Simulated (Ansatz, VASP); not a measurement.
# KBr in VASP and in Ansatz

```
K Br
1.0
     0.00000    3.30000    3.30000
     3.30000    0.00000    3.30000
     3.30000    3.30000    0.00000
K Br
1 1
Direct
  0.00000 0.00000 0.00000
  0.50000 0.50000 0.50000
```

Alike in both runs: task single point; functional PBEsol; k mesh 5 × 5 × 5; no spin polarisation.

```csv
,VASP,Ansatz
version,VASP 6.6.1,Ansatz 0.2.0
potentials or method,"VASP PAW PBE potentials, release 64 (K_sv, Br), cutoff 500 eV","plane waves, PAW"
occupations,"gaussian, width 0.01 eV",fixed
valence electrons in the cell,16,16
```

```csv
,VASP,Ansatz,Ansatz less VASP
gap on the k mesh at the Fermi level (eV),4.28,4.28,+0.003
pressure (GPa),-0.3,-0.3,-0.04
```

VASP's potentials were made for PBE, not for PBEsol.
